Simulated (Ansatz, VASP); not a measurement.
## CdS in VASP and in Ansatz

INCAR

```
SYSTEM = CdS
ALGO = Normal
EDIFF = 1E-7
ENCUT = 520
GGA = PS
ISIF = 2
ISMEAR = -1
LASPH = .True.
LCHARG = .False.
LREAL = .False.
LWAVE = .False.
NBANDS = 16
NELM = 60
PREC = Accurate
SIGMA = 0.05
```

KPOINTS

```
k-points
0
Gamma
  7 7 5
  0 0 0
```

Contents of POSCAR:

```
CdS
1.0
    4.2035791552      0.0000000000      0.0000000000
   -2.1017895776      3.6404063352      0.0000000000
    0.0000000000      0.0000000000      5.7257285545
Cd S
1 1
Direct
    0.0000000000      0.0000000000      0.4426919200
    0.6666666667      0.3333333333      0.4343080800
```

input.yaml

```yaml
crystal:
  lattice:
    - [4.2035791552, 0.0, 0.0]
    - [-2.1017895776, 3.6404063352, 0.0]
    - [0.0, 0.0, 5.7257285545]
  atoms:
    - { symbol: Cd, position: [0.0, 0.0, 0.44269192] }
    - { symbol: S, position: [0.6666666667, 0.3333333333, 0.43430808] }
kpoints:
  mp_grid: { grid: [7, 7, 5] }
scf:
  occupations: { method: fermi_dirac, width: 0.05 }
hamiltonian:
  xc: pbesol
  pseudopotentials: { kind: all_electron, lapw: { basis_error: 0.001 } }
output:
  forces: true
  stress: true
  eigenvalues: true
```

Change from the starting cell: volume scaled by 0.96.

Alike in both runs: task single point; functional PBEsol; k mesh 7 × 7 × 5; occupations fermi-dirac, width 0.05 eV; no spin polarisation.

|  | VASP | Ansatz |
| --- | --- | --- |
| version | VASP 6.6.1 | Ansatz 0.2.0 |
| potentials or method | VASP PAW PBE potentials, release 64 (Cd, S), cutoff 520 eV | all-electron LAPW, scalar-relativistic |

VASP gave:

* gap on the k mesh at the Fermi level (eV): 1.49
* least direct gap on the mesh (eV): 1.50
* pressure (GPa): -0.1
* traceless stress, the component that is largest in VASP (GPa): 0.14
* rms of the force components (eV/Å): 0.002

Q: What did Ansatz give for the same quantities?

A: gap on the k mesh at the Fermi level (eV): 1.49; least direct gap on the mesh (eV): 1.49; pressure (GPa): -0.4; traceless stress, the component that is largest in VASP (GPa): 0.36; rms of the force components (eV/Å): 0.004.

VASP's potentials were made for PBE, not for PBEsol. Atom by atom the forces differ by 0.002 eV/Å (rms over components). Ansatz ran all-electron here, and VASP with PAW potentials.
